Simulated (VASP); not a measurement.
Runs of VASP 6.6.1 on Sb. The structure is that of space group Pm-3m (No. 221), or close to it. The cells are those of the table. 

| cell | k mesh | cutoff (eV) | gap on the mesh (eV) | pressure (GPa) |
| --- | --- | --- | --- | --- |
| a = 3.025 Å, 1 atom | 14 × 14 × 14 | 520 | none | (a) |
| a = 3.149, b = 3.149, c = 3.062 Å, 1 atom | 16 × 16 × 16 | 550 | none | -1.8 |
| a = 3.160 Å, 1 atom | 14 × 14 × 14 | 520 | none | (b) |
| a = 3.187 Å, 1 atom | 14 × 14 × 14 | 520 | none | -4.6 |
| a = 3.056 Å, 1 atom | 14 × 14 × 14 | 520 | none | 1.9 |
| a = 2.959 Å, 1 atom | 14 × 14 × 14 | 520 | none | 10.2 |
| a = 3.180, b = 3.180, c = 3.032 Å, 1 atom | 16 × 16 × 16 | 550 | none | -2.1 |
| a = 3.118 Å, 1 atom | 14 × 14 × 14 | 520 | none | -1.6 |

Alike in all rows: task single point; level r2SCAN; potentials or basis VASP PAW PBE potentials, release 64 (Sb); no spin polarisation; smearing gaussian 0.1 eV.

Q: Estimate the missing entries.

A: (a) 4.2; (b) -3.5.

Caveats: the PAW data sets were made with another functional, which shifts forces and pressure a little; spin-orbit coupling is left out, which moves the levels of the heavy elements.

A k mesh can miss the band edges, and the runs leave out spin-orbit coupling on Sb.

A gap of «none» marks levels without a gap at the run's occupations.
